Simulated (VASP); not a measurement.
## TiO2: single point with PBEsol

Crystal: TiO2.

```xyz
6
Lattice="2.6602 -2.6608 0.0000 2.6602 2.6608 0.0000 -2.5889 0.0000 4.7153" Properties=species:S:1:pos:R:3 pbc="T T T"
Ti    2.0129    1.9471    1.1788
Ti    0.7185   -1.9471    3.5365
O    -0.6100   -0.6451    3.1458
O     3.3414    0.6451    1.5695
O     2.0470   -0.6451    3.9272
O     0.6845    0.6451    0.7882
```

| Property | Result |
| --- | --- |
| Program | VASP 6.6.1 |
| Task | single point |
| Functional | PBEsol |
| Potentials or basis | VASP PAW PBE potentials, release 64 (Ti_sv, O) |
| Cutoff | 520 eV |
| k mesh | 5 × 5 × 4 |
| Occupations | gaussian, width 0.01 eV |
| Spin | no spin polarisation |

```
Pressure               : 4.1 GPa
Largest force          : 0.122 eV/Å
Band gap on the k mesh : 2.10 eV, indirect (least direct gap 2.45 eV)
```

Forces on the atoms (eV/Å):
```
Ti   0.000  0.122  0.000
Ti   0.000 -0.122  0.000
O   -0.036  0.019  0.082
O    0.036 -0.019 -0.082
O    0.036  0.019 -0.082
O   -0.036 -0.019  0.082
```

Stress tensor (GPa, compression positive):
```
3.80 0.00 0.10
0.00 3.74 0.00
0.10 0.00 4.62
```

Levels at points of the mesh, in eV from the valence-band top:
| k point | band 22 | band 23 | band 24 | band 25 | band 26 | band 27 |
| --- | --- | --- | --- | --- | --- | --- |
| (0.00, 0.00, 0.00) | -0.71 | -0.51 | -0.50 | 2.10 | 2.90 | 4.04 |
| (0.00, 0.00, 0.50) | -1.27 | -0.13 | -0.13 | 2.48 | 2.48 | 3.86 |

It took 60 s on 1 thread of Intel Xeon 6975P-C, on a shared host, peak memory 0.21 GiB.

Caveat: the PAW data sets were made with another functional, which shifts forces and pressure a little. A k mesh can miss the band edges.
